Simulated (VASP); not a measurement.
ZnCu:

```
Zn Cu
1.0
     2.92523    0.00000    0.00000
     0.00000    2.92523    0.00000
     0.00000    0.00000    2.92523
Zn Cu
1 1
Direct
  0.50000 0.50000 0.50000
  0.00000 0.00000 0.00000
```

This cell differs from its parent crystal: volume scaled by 0.98.

Program: VASP 6.6.1. Alike in all runs: task single point; no spin polarisation; cell as given; k mesh 9 × 9 × 9; smearing fermi-dirac 0.05 eV.

Order these runs on this cell by their pressure, lowest first.
A. level r2SCAN; potentials or basis VASP PAW PBE potentials, release 64 (Zn, Cu); cutoff (eV) 660
B. level LDA; potentials or basis VASP PAW LDA potentials, release 64 (Zn, Cu); cutoff (eV) 520
C. level PBE; potentials or basis VASP PAW PBE potentials, release 64 (Zn, Cu); cutoff (eV) 520

B (-6.5 GPa), A (-0.1 GPa), C (5.8 GPa).

Caveats: the PAW data sets were made with another functional, which shifts forces and pressure a little (some runs).
